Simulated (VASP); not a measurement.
# CoO (I4/mmm) in VASP: a series of runs

CoO is run at these levels: PBEsol+U; tasks: single point.

Everything below comes from runs of VASP 6.6.1. Logs are shortened: lines on timing, memory, paths and dates and some standing lists are left out, and cuts for length are marked.

## (1) The cell of the first run

It takes space group I4/mmm (No. 139, tetragonal). The conventional cell has a = 3.016 Å, b = 3.016 Å, c = 4.215 Å, α = 90.00°, β = 90.00°, γ = 90.00°. Within 2.8 Å of Co (site symmetry 4/mmm) lie 6 O at 2.11 to 2.13 Å. Within 2.8 Å of O (site symmetry 4/mmm) lie 6 Co at 2.11 to 2.13 Å.

## (2) Single point, PBEsol+U, collinear spin, ferrimagnetic start

INCAR

```
ALGO = Normal
EDIFF = 1E-6
ENCUT = 520
GGA = PS
ISIF = 2
ISMEAR = 0
ISPIN = 2
LASPH = True
LCHARG = False
LDAU = True
LDAUJ = 0.5 0
LDAUL = 2 -1
LDAUPRINT = 1
LDAUTYPE = 1
LDAUU = 4 0
LMAXMIX = 4
LORBIT = 11
LREAL = False
LWAVE = False
MAGMOM = 2.34 -0.02
NBANDS = 18
NELM = 150
NUPDOWN = 2.25
PREC = Accurate
SIGMA = 0.05
```

KPOINTS

```
k-points
0
Gamma
  9 9 9
```

POSCAR

```
CoO
1.0
   -1.5080004400      1.5080004400      2.1072503600
    1.5080004400     -1.5080004400      2.1072503600
    1.5080004400      1.5080004400     -2.1072503600
Co O
1 1
Direct
    0.0000000000      0.0000000000      0.0000000000
    0.5000000000      0.5000000000      0.0000000000
```

Potentials or basis: VASP PAW PBE potentials, release 64 (Co, O).

On the command line:

```
$ cat potpaw_PBE.64/Co/POTCAR potpaw_PBE.64/O/POTCAR > POTCAR
$ mpirun -np 1 vasp_std > vasp.out
```

OUTCAR:

```text
EDIFF = 1E-6
   ENCUT = 520
   GGA = PS
   ISIF = 2
   ISMEAR = 0
   ISPIN = 2
   LASPH = True
   LORBIT = 11
   LREAL = False
   NELM = 150
   NUPDOWN = 2.25
   PREC = Accurate

 ion  position               nearest neighbor table
   1  0.000  0.000  0.000-   2 2.11   2 2.11   2 2.13   2 2.13   2 2.13   2 2.13
   2  0.500  0.500  0.000-   1 2.11   1 2.11   1 2.13   1 2.13   1 2.13   1 2.13

  LATTYP: Found a body centered tetragonal cell.
 ALAT       =     3.0160008800
 C/A-ratio  =     1.3973804676

  Lattice vectors:

 A1 = (  -1.5080004400,   1.5080004400,   2.1072503600)
 A2 = (   1.5080004400,  -1.5080004400,   2.1072503600)
 A3 = (   1.5080004400,   1.5080004400,  -2.1072503600)

Analysis of symmetry for initial positions (statically):
=====================================================================
 Subroutine PRICEL returns:
 Original cell was already a primitive cell.

 Routine SETGRP: Setting up the symmetry group for a
 body centered tetragonal supercell.

 Subroutine GETGRP returns: Found 16 space group operations
 (whereof 16 operations were pure point group operations)
 out of a pool of 16 trial point group operations.

The static configuration has the point symmetry D_4h.

Analysis of symmetry for dynamics (positions and initial velocities):
=====================================================================
 Subroutine PRICEL returns:
 Original cell was already a primitive cell.

 Routine SETGRP: Setting up the symmetry group for a
 body centered tetragonal supercell.

 Subroutine GETGRP returns: Found 16 space group operations
 (whereof 16 operations were pure point group operations)
 out of a pool of 16 trial point group operations.

The dynamic configuration has the point symmetry D_4h.

Analysis of structural, dynamic, and magnetic symmetry:
=====================================================================
 Subroutine PRICEL returns:
 Original cell was already a primitive cell.

 Routine SETGRP: Setting up the symmetry group for a
 body centered tetragonal supercell.

 Subroutine GETGRP returns: Found 16 space group operations
 (whereof 16 operations were pure point group operations)
 out of a pool of 16 trial point group operations.

The overall configuration has the point symmetry D_4h.

 Subroutine INISYM returns: Found 16 space group operations
 (whereof 16 operations are pure point group operations),
 and found     1 'primitive' translations

----------------------------------------------------------------------------------------

                                     Primitive cell

  volume of cell :      19.1681

  direct lattice vectors                    reciprocal lattice vectors
    -1.508000440  1.508000440  2.107250360     0.000000000  0.331564890  0.237276030
     1.508000440 -1.508000440  2.107250360     0.331564890  0.000000000  0.237276030
     1.508000440  1.508000440 -2.107250360     0.331564890  0.331564890  0.000000000

  length of vectors
     2.998105191  2.998105191  2.998105191     0.407719500  0.407719500  0.468903564

  position of ions in fractional coordinates (direct lattice)
     0.000000000  0.000000000  0.000000000
     0.500000000  0.500000000  0.000000000

  ion indices of the primitive-cell ions
   primitive index   ion index
                 1           1
                 2           2

----------------------------------------------------------------------------------------

 KPOINTS: k-points

Automatic generation of k-mesh.
 Grid dimensions read from file:
 generate k-points for:    9    9    9

 Generating k-lattice:

  Cartesian coordinates                     Fractional coordinates (reciprocal lattice)
     0.000000000  0.036840543  0.026364003     0.111111111  0.000000000  0.000000000
     0.036840543  0.000000000  0.026364003     0.000000000  0.111111111  0.000000000
     0.036840543  0.036840543  0.000000000     0.000000000  0.000000000  0.111111111

  Length of vectors
     0.045302167  0.045302167  0.052100396

  Shift w.r.t. Gamma in fractional coordinates (k-lattice)
     0.000000000  0.000000000  0.000000000

 Subroutine IBZKPT returns following result:
 ===========================================

 Found     75 irreducible k-points:

 Following reciprocal coordinates:
            Coordinates               Weight
  0.000000  0.000000  0.000000      1.000000
  0.111111  0.000000 -0.000000      8.000000
  0.222222  0.000000 -0.000000      8.000000
  0.333333  0.000000  0.000000      8.000000
  0.444444  0.000000 -0.000000      8.000000
  0.111111  0.111111 -0.000000      8.000000
[... 16 lines left out ...]
 -0.333333  0.333333  0.000000      4.000000
  0.444444  0.444444 -0.000000      8.000000
 [... further k-points ...]
   k-points           NKPTS =     75   k-points in BZ     NKDIM =     75   number of bands    NBANDS=     18
   number of dos      NEDOS =    301   number of ions     NIONS =      2
   total plane-waves  NPLWV =  13824
   dimension x,y,z NGX =    24 NGY =   24 NGZ =   24
   dimension x,y,z NGXF=    48 NGYF=   48 NGZF=   48
   ions per type =               1   1
   NGX,Y,Z   is equivalent  to a cutoff of  13.31, 13.31, 13.31 a.u.
   NGXF,Y,Z  is equivalent  to a cutoff of  26.62, 26.62, 26.62 a.u.
 SYSTEM =  unknown system
   PREC   = accura    normal or accurate (medium, high low for compatibility)
   ISTART =      0    job   : 0-new  1-cont  2-samecut
   ICHARG =      2    charge: 1-file 2-atom 10-const
   ISPIN  =      2    spin polarized calculation?
   LNONCOLLINEAR =      F non collinear calculations
   LSORBIT =      F    spin-orbit coupling
   LASPH  =      T    aspherical Exc in radial PAW
   ENCUT  =  520.0 eV  38.22 Ry    6.18 a.u.   5.57  5.57  5.57*2*pi/ulx,y,z
   NELM   =    150;   NELMIN=  2; NELMDL= -5     # of ELM steps
   EDIFF  = 0.1E-05   stopping-criterion for ELM
   LREAL  =      F    real-space projection
   EDIFFG = 0.1E-04   stopping-criterion for IOM
   NSW    =      0    number of steps for IOM
   IBRION =     -1    ionic relax: 0-MD 1-quasi-New 2-CG
   NFREE  =      0    steps in history (QN), initial steepest desc. (CG)
   ISIF   =      2    stress and relaxation
   ISYM   =      2    0-nonsym 1-usesym 2-fastsym
   POTIM  = 0.5000    time-step for ionic-motion
   TEBEG  =    0.0;   TEEND  =   0.0 temperature during run
   PSTRESS=    0.0 pullay stress
   NELECT =      15.0000    total number of electrons
   NUPDOWN=       2.2500    fix difference up-down
   EMIN   =  10.00;   EMAX   =-10.00  energy-range for DOS
   EFERMI =   0.00;   METHOD = LEGACY
   ISMEAR =     0;   SIGMA  =   0.05  broadening in eV -4-tet -1-fermi 0-gaus
   EFERMI_NEDOS =   21; number of points for ismear=-14 and -15
   IALGO  =     38    algorithm
   IMIX   =      4    mixing-type and parameters
     AMIX     =   0.40;   BMIX     =  1.00
     AMIX_MAG =   1.60;   BMIX_MAG =  1.00
  volume/ion in A,a.u.               =       9.58        64.68
  Fermi-wavevector in a.u.,A,eV,Ry     =   1.508617  2.850872 30.965828  2.275924
  Thomas-Fermi vector in A             =   2.619047
   LORBIT       =     11    0 simple, 1 ext, 2 COOP (PROOUT), +10 PAW based schemes
 LDA+U is selected, type is set to LDAUTYPE =  1
   angular momentum for each species LDAUL =     2   -1
   U (eV)           for each species LDAUU =   4.0  0.0
   J (eV)           for each species LDAUJ =   0.5  0.0
   GGA     = PS    functional components
   LHFCALC =     F    Hartree Fock is set to
   AEXX    =    0.0000 exact exchange contribution
   IVDW    =     0    specifies the selected vdW correction
   LEPSILON=     F    determine dielectric tensor
   LRPA    =     F    only Hartree local field effects (RPA)
 spin polarized calculation
 Gauss-broadening in eV      SIGMA  =   0.05
  energy-cutoff  :      520.00
  volume of cell :       19.17
 maximum number of plane-waves:       533
   NGX = 11   NGY = 11   NGZ = 11

atom =   1  type =  1  l = 2

 onsite density matrix

spin component  1

  0.9122 -0.0000  0.0000  0.0000  0.0000
 -0.0000  0.9633 -0.0000  0.0000 -0.0000
  0.0000 -0.0000  0.9519 -0.0000 -0.0000
  0.0000  0.0000 -0.0000  0.9633  0.0000
  0.0000 -0.0000 -0.0000  0.0000  0.9580

spin component  2

  0.1083 -0.0000 -0.0000 -0.0000 -0.0000
 -0.0000  0.6622  0.0000 -0.0000 -0.0000
 -0.0000  0.0000  0.1241  0.0000  0.0000
 -0.0000 -0.0000  0.0000  0.6622  0.0000
 -0.0000 -0.0000  0.0000  0.0000  0.9571

 occupancies and eigenvectors

  o =  0.1083  v =  0.0000  0.0000  0.0000  0.0000  0.0000  1.0000  0.0000  0.0000  0.0000  0.0000      0.0000  0.0000  0.0000  0.0000  0.0000  0.0000  0.0000  0.0000  0.0000  0.0000
  o =  0.1241  v =  0.0000  0.0000  0.0000  0.0000  0.0000  0.0000  0.0000  1.0000  0.0000 -0.0000      0.0000  0.0000  0.0000  0.0000  0.0000  0.0000  0.0000  0.0000  0.0000  0.0000
  o =  0.6622  v =  0.0000  0.0000  0.0000  0.0000  0.0000  0.0000  0.9773  0.0000  0.2120 -0.0000      0.0000  0.0000  0.0000  0.0000  0.0000  0.0000  0.0000  0.0000  0.0000  0.0000
  o =  0.6622  v =  0.0000  0.0000  0.0000  0.0000  0.0000  0.0000 -0.2120 -0.0000  0.9773  0.0000      0.0000  0.0000  0.0000  0.0000  0.0000  0.0000  0.0000  0.0000  0.0000  0.0000
  o =  0.9122  v =  1.0000  0.0000  0.0000  0.0000  0.0000  0.0000  0.0000  0.0000  0.0000  0.0000      0.0000  0.0000  0.0000  0.0000  0.0000  0.0000  0.0000  0.0000  0.0000  0.0000
  o =  0.9519  v =  0.0000 -0.0000 -1.0000 -0.0000 -0.0000  0.0000  0.0000  0.0000  0.0000  0.0000      0.0000  0.0000  0.0000  0.0000  0.0000  0.0000  0.0000  0.0000  0.0000  0.0000
  o =  0.9571  v =  0.0000  0.0000  0.0000  0.0000  0.0000  0.0000  0.0000  0.0000 -0.0000  1.0000      0.0000  0.0000  0.0000  0.0000  0.0000  0.0000  0.0000  0.0000  0.0000  0.0000
  o =  0.9580  v =  0.0000 -0.0000  0.0000  0.0000 -1.0000  0.0000  0.0000  0.0000  0.0000  0.0000      0.0000  0.0000  0.0000  0.0000  0.0000  0.0000  0.0000  0.0000  0.0000  0.0000
  o =  0.9633  v =  0.0000 -0.3517  0.0000 -0.9361 -0.0000  0.0000  0.0000  0.0000  0.0000  0.0000      0.0000  0.0000  0.0000  0.0000  0.0000  0.0000  0.0000  0.0000  0.0000  0.0000
  o =  0.9633  v =  0.0000 -0.9361  0.0000  0.3517  0.0000  0.0000  0.0000  0.0000  0.0000  0.0000      0.0000  0.0000  0.0000  0.0000  0.0000  0.0000  0.0000  0.0000  0.0000  0.0000

 number of electron      15.0000006 magnetization       2.2500165

 Free energy of the ion-electron system (eV)
  ---------------------------------------------------
  ext. energy  EPLUGINS =         0.00000000
  ---------------------------------------------------
  free energy    TOTEN  =       -12.13155944 eV

  energy without entropy =      -12.12471309  energy(sigma->0) =      -12.12813626

 E-fermi :   7.4016     XC(G=0): -12.6834

 val. band max:        7.3988584927   @ k =  -0.4444   0.1111  -0.0000
 cond. band min:       6.8829566957   @ k =   0.3333   0.1111   0.1111
 fundamental gap:     -0.5159017970
 Fermi energy:         6.8804586938

 spin component 1

 k-point     1 :       0.0000    0.0000    0.0000
  band No.  band energies     occupation
      1     -12.2715      1.00000
      2       3.0828      1.00000
      3       3.5442      1.00000
      4       3.5723      1.00000
      5       3.5723      1.00000
      6       4.3247      1.00000
[... 10 lines left out ...]
     17      29.6582      0.00000
     18      31.2559      0.00000
[... 463 lines left out ...]
 k-point    24 :       0.4444    0.4444   -0.0000
  band No.  band energies     occupation
      1     -11.0461      1.00000
      2       1.0599      1.00000
      3       2.2812      1.00000
      4       2.6116      1.00000
      5       3.5949      1.00000
      6       4.4717      1.00000
[... 10 lines left out ...]
     17      37.3605      0.00000
     18      38.0835      0.00000

 [... further k-points ...]

 spin component 2

 k-point     1 :       0.0000    0.0000    0.0000
  band No.  band energies     occupation
      1     -12.2312      1.00000
      2       4.7861      1.00000
      3       4.8186      1.00000
      4       4.8186      1.00000
      5       5.2928      1.00000
      6       6.2239      1.00000
[... 10 lines left out ...]
     17      30.5994      0.00000
     18      34.5254      0.00000
[... 463 lines left out ...]
 k-point    24 :       0.4444    0.4444   -0.0000
  band No.  band energies     occupation
      1     -10.8307      1.00000
      2       1.1559      1.00000
      3       3.0367      1.00000
      4       3.5501      1.00000
      5       5.5420      1.00000
      6       6.4194      1.00000
[... 10 lines left out ...]
     17      38.3383      0.00000
     18      40.9524      0.00000

 [... further k-points ...]
[... 5 lines left out ...]
  --------------------------------------------------------------------------------------
  -------------------------------------------------------------------------------------
  Total       -1.5176722     -1.5176722     -1.5802975      0.0000000      0.0000000      0.0000000
  in kB     -126.8555563   -126.8555563   -132.0901343      0.0000000      0.0000000      0.0000000
  external PRESSURE =    -128.6004156 kB  Pullay stress =       0.0000000 kB

 VOLUME and BASIS-vectors are now :
 -----------------------------------------------------------------------------
  energy-cutoff  :      520.00
  volume of cell :       19.17
      direct lattice vectors                 reciprocal lattice vectors
    -1.508000440  1.508000440  2.107250360     0.000000000  0.331564890  0.237276030
     1.508000440 -1.508000440  2.107250360     0.331564890  0.000000000  0.237276030
     1.508000440  1.508000440 -2.107250360     0.331564890  0.331564890  0.000000000

 POSITION                                       TOTAL-FORCE (eV/Angst)
 -----------------------------------------------------------------------------------
      0.00000      0.00000      0.00000         0.000000      0.000000     -0.000000
      0.00000      0.00000      2.10725        -0.000000     -0.000000      0.000000
 -----------------------------------------------------------------------------------
    total drift:                               -0.000000      0.000000     -0.000000

  FREE ENERGIE OF THE ION-ELECTRON SYSTEM (eV)
  ---------------------------------------------------
  free  energy   TOTEN  =       -12.1315594399 eV

  energy  without entropy=      -12.1247130860  energy(sigma->0) =      -12.12813626

 total charge

# of ion       s       p       d       tot
------------------------------------------
    1        0.296   0.360   7.237   7.892
    2        1.553   3.391   0.000   4.944
--------------------------------------------------
tot          1.849   3.751   7.237  12.836

 magnetization (x)

# of ion       s       p       d       tot
------------------------------------------
    1        0.022   0.018   2.234   2.274
    2        0.018  -0.036   0.000  -0.018
--------------------------------------------------
tot          0.040  -0.018   2.234   2.256
```

Wall time 66 s (1 thread of Intel Xeon 8259CL, shared host); peak memory 0.18 GiB.

What came out:

| Quantity | Value |
| --- | --- |
| Free energy | -12.1316 eV |
| Pressure | -12.9 GPa |
| Net moment | 2.25 μB per cell |
| Site moments | Co +2.27; O -0.02 μB |
| Valence electrons inside the program's atomic spheres | Co 7.89; O 4.94 |

Eigenvalues of the final occupation matrices:
| site | spin | trace | eigenvalues |
| --- | --- | --- | --- |
| site 1 d | 1 | 4.75 | 0.91 0.95 0.96 0.96 0.96 |
| site 1 d | 2 | 2.51 | 0.11 0.12 0.66 0.66 0.96 |

Caveat: the PAW data sets were made with another functional, which shifts forces and pressure a little; the total moment is fixed, so each spin has its own Fermi level; a cell with one magnetic atom can't hold antiferromagnetic order, which such compounds often take.

(Part 1 of 3 ends here.)
